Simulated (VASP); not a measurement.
The system is Gd.

```
Gd
1.0
     0.00000    2.58582    2.58582
     2.58582    0.00000    2.58582
     2.58582    2.58582    0.00000
Gd
1
Direct
  0.00000 0.00000 0.00000
```

Base run:

```yaml
Program: VASP 6.6.1
Functional: PBE
Potentials_or_basis: VASP PAW PBE potentials, release 64 (Gd)
Cutoff: 520 eV
k_mesh: 8 × 8 × 8
Occupations: fermi-dirac, width 0.05 eV
Spin: collinear spin, ferromagnetic start
Starting_moments: "[8.8] μB"
Fixed_moment: 8.8 μB
```

Its results: pressure 1.2 GPa; site moments Gd +7.37 μB.

Problem. The run is repeated on the same cell with these changes: fixed moment from 8.8 μB to 1.8 μB; moments at the start from [8.8] to [1.8]. What comes out?

Solution. Pressure 4.0 GPa; site moments Gd +3.39 μB.

Caveats: the total moment is fixed, so each spin has its own Fermi level.
